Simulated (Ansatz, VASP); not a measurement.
**One calculation of InAs, two programs**

File INCAR:

```
PREC = Accurate
ENCUT = 520
EDIFF = 1E-7
ISMEAR = -1
SIGMA = 0.02
LREAL = False
LASPH = True
NELM = 60
ALGO = Normal
ISIF = 2
LWAVE = False
LCHARG = False
GGA = PE
NBANDS = 16
```

Contents of KPOINTS:

```
Automatic mesh
0
Gamma
  8 8 8
```

The input POSCAR:

```
InAs
1.0
    0.0000000000      3.0197692487      3.0911229965
    3.0197692487      0.0000000000      3.0911229965
    3.0197692487      3.0197692487      0.0000000000
In As
1 1
Direct
    0.0000000000      0.0000000000      0.0000000000
    0.2500000000      0.2500000000      0.2500000000
```

Input for Ansatz:

```yaml
crystal:
  lattice:
    - [0.0, 3.0197692487, 3.0911229965]
    - [3.0197692487, 0.0, 3.0911229965]
    - [3.0197692487, 3.0197692487, 0.0]
  atoms:
    - { symbol: In, position: [0.0, 0.0, 0.0] }
    - { symbol: As, position: [0.25, 0.25, 0.25] }
kpoints:
  mp_grid: { grid: [8, 8, 8] }
  band_path:
    path:
      - [0.0, 0.0, 0.0]
      - [-0.5, -0.5, 0.0]
      - [-0.375, -0.375, 0.25]
      - [-0.375, 0.0, 0.375]
      - [0.0, 0.0, 0.5]
      - [-0.5, -0.25, 0.25]
      - [-0.012695, -0.012695, 0.0]
    npoints: 1
hamiltonian:
  xc: pbe
scf:
  occupations: { method: fermi_dirac, width: 0.02 }
  n_extra_bands: 4
output:
  forces: true
  stress: true
  eigenvalues: true
  write_density: true
  write_potential: true
  elf: true
  volumetric_format: npy
```

Change from the starting cell: epitaxial_xy strain -1.1%.

Alike in both runs: task single point; functional PBE; k mesh 8 × 8 × 8; occupations fermi-dirac, width 0.02 eV; no spin polarisation.

|  | VASP | Ansatz |
| --- | --- | --- |
| version | VASP 6.6.1 | Ansatz 0.2.0 |
| potentials or method | VASP PAW PBE potentials, release 64 (In_d, As) | plane waves, PAW |
| plane-wave cutoff (eV) | 520 | 420 |
| valence electrons in the cell | 18 | 28 |

|  | VASP | Ansatz | Ansatz less VASP |
| --- | --- | --- | --- |
| pressure (GPa) | 2.7 | 2.7 | -0.06 |
| traceless stress, the component that is largest in VASP (GPa) | -0.52 | -0.52 | -0.001 |

With one functional, cell and mesh, what is left measures potentials, basis and numerics. VASP's potentials hold 18 valence electrons a cell and Ansatz's 28, so a difference there can come from the potentials and not from the codes.
